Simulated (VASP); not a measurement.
Here is a VASP 6.6.1 calculation.

File INCAR:

```
SYSTEM = AlNi3
ALGO = Normal
EDIFF = 1E-6
ENCUT = 520
GGA = PS
ISIF = 2
ISMEAR = -1
ISPIN = 2
LASPH = .TRUE.
LCHARG = .FALSE.
LMAXMIX = 4
LORBIT = 11
LREAL = .FALSE.
LWAVE = .FALSE.
MAGMOM = 1 1 1 0
NBANDS = 28
NELM = 150
PREC = Accurate
SIGMA = 0.05
```

File KPOINTS:

```
k-points
0
G
  8 8 8
  0 0 0
```

POSCAR

```
AlNi3
1.0
    0.0000000000      2.7892814869      2.7892814869
    2.7892814869      0.0000000000      2.7892814869
    2.7892814869      2.7892814869      0.0000000000
Ni Al
3 1
Direct
    0.7500000000      0.7500000000      0.7500000000
    0.0000000000      0.0000000000      0.0000000000
    0.2500000000      0.2500000000      0.2500000000
    0.5000000000      0.5000000000      0.5000000000
```

Potentials or basis: VASP PAW PBE potentials, release 64 (Ni, Al).

Run with:

```sh
$ cat potpaw_PBE.64/Ni/POTCAR potpaw_PBE.64/Al/POTCAR > POTCAR
$ mpirun -np 1 vasp_std > vasp.out
```

(1) Predict the pressure.

(2) Estimate the net moment.

## Answers

(1) 2.1 GPa.

(2) 0.00 μB per cell.

Caveat: the PAW data sets were made with another functional, which shifts forces and pressure a little.
